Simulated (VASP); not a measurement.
Crystal: Nd2CdC2.

```
CELL_PARAMETERS angstrom
5.37706 -5.38209 0.00000
5.37706 5.38209 0.00000
0.00000 0.00000 3.69181
ATOMIC_POSITIONS crystal
Nd 0.82870 0.82870 0.50000
Nd 0.67124 0.32876 0.50000
Nd 0.17130 0.17130 0.50000
Nd 0.32876 0.67124 0.50000
Cd 0.50000 0.00000 0.00000
Cd 0.00000 0.50000 0.00000
C 0.36758 0.36758 0.00000
C 0.86974 0.13026 0.00000
C 0.13026 0.86974 0.00000
C 0.63242 0.63242 0.00000
```

The cell was generated, and may not be a known phase.

| Item | Value |
| --- | --- |
| Program | VASP 6.6.1 |
| Task | relaxation of cell and atoms |
| Functional | PBE |
| Potentials or basis | VASP PAW PBE potentials, release 64 (Nd_3, Cd, C), 4f in core |
| Cutoff | 600 eV |
| k mesh | 2 × 2 × 4 |
| Occupations | gaussian, width 0.2 eV |
| Spin | no spin polarisation |

At the start: pressure -11.5 GPa; volume 21.37 Å³/atom.

**Question.** How do energy, volume and symmetry change on relaxing?

**Answer.** Over 36 steps the energy falls by 593.1 meV/atom and the volume is 18.55 Å³/atom (-13.2 %); space group P4/mbm (No. 127, to 0.1 Å) before and after.

Step by step:
```tsv
step	energy change (eV)	largest force (eV/Å)	pressure (GPa)	volume (Å³)
1	0.0000	0.0965	-11.55	213.68
2	-1.3313	0.3385	6.61	169.46
3	-1.5039	0.2326	0.49	178.96
4	-1.6379	0.4165	0.42	178.44
5	-1.7430	0.7800	0.51	177.03
6	-1.8681	1.0737	-0.58	178.18
7	-2.3292	1.8609	-3.67	181.33
8	-3.9125	3.4671	-3.97	186.39
9	-3.9314	3.4808	-3.63	186.45
10	-3.9385	3.4795	-3.23	186.52
11	-3.9723	3.4627	-3.15	186.39
12	-4.0721	3.3909	-2.88	186.02
13	-4.2612	3.1372	-2.29	185.27
14	-4.5667	2.2939	-0.78	183.79
15	-4.4428	5.4013	4.27	180.82
16	-4.6716	2.3557	0.45	182.86
17	-4.6870	2.3914	1.31	182.31
18	-4.7816	1.2198	0.64	182.60
19	-4.9017	1.1478	-0.97	183.44
20	-4.9805	1.0162	-0.91	183.12
21	-5.1632	0.6360	-0.55	182.06
22	-5.3589	1.6498	0.82	179.56
23	-5.1128	2.6538	5.54	172.93
24	-5.3876	1.9317	1.51	178.38
25	-5.5017	1.8067	1.53	178.69
26	-5.7697	1.1803	1.70	179.32
27	-5.3747	2.5871	2.84	179.16
28	-5.8072	1.0866	1.82	179.46
29	-5.8817	0.5391	1.45	181.49
30	-5.9037	0.6503	1.27	183.29
31	-5.9216	0.1343	-0.13	185.37
32	-5.9216	0.1418	-0.16	185.40
33	-5.9260	0.0993	-0.19	185.57
34	-5.9283	0.2091	-0.23	185.89
35	-5.9284	0.1609	-0.22	185.83
36	-5.9306	0.0554	-0.23	185.55
```

Final structure:
```xyz
10
Lattice="5.0662 -5.0802 0.0000 5.0662 5.0802 0.0000 0.0000 0.0000 3.6046" Properties=species:S:1:pos:R:3 pbc="T T T"
Nd    8.2203    0.0000    1.8023
Nd    5.0662   -1.9168    1.8023
Nd    1.9120    0.0000    1.8023
Nd    5.0662    1.9168    1.8023
Cd    2.5331   -2.5401    0.0000
Cd    2.5331    2.5401    0.0000
C     4.3733    0.0000    0.0000
C     5.0662   -4.3880    0.0000
C     5.0662    4.3880    0.0000
C     5.7591    0.0000    0.0000
```

Caveat: the k points lie up to 0.44 Å⁻¹ apart in the final cell, too coarse for converged energies and pressures of a metal; the relaxation stopped at a loose force limit of 0.08 eV/Å, so its end isn't a converged minimum.
